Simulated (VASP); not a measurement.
Ti, 2 atoms in the cell. Symmetry: C2/m, No. 12, monoclinic system. The conventional cell has a = 5.110 Å, b = 2.950 Å, c = 4.686 Å, α = 90.00°, β = 90.00°, γ = 90.00°. Ti (site symmetry m) has 12 Ti at 2.58 to 3.15 Å within 3.4 Å.  This cell differs from its parent crystal: atom 1 (Ti) moved by (+0.225, -0.225) A along y and z.

```yaml
Program: VASP 6.6.1
Task: single point
Functional: PBEsol
Potentials_or_basis: VASP PAW PBE potentials, release 64 (Ti_sv)
Cutoff: 520 eV
k_mesh: 18 × 18 × 10
Occupations: gaussian, width 0.15 eV
Spin: no spin polarisation
Dipole_correction: no
Further_INCAR_settings: ALGO = Fast; EDIFF = 1e-06; NBANDS = 19
```

Potentials or basis: VASP PAW PBE potentials, release 64 (Ti_sv).

Launch:

```console
$ cat potpaw_PBE.64/Ti_sv/POTCAR > POTCAR
$ mpirun -np 1 vasp_std > vasp.out
```

Hardware: 1 thread of Intel Xeon 8259CL, on a shared host.

Q: Estimate the wall time of this run.

A: Wall time 38 min on 1 thread of Intel Xeon 8259CL, on a shared host, peak memory 0.56 GiB. Counts: scf iterations 38, k points 866.
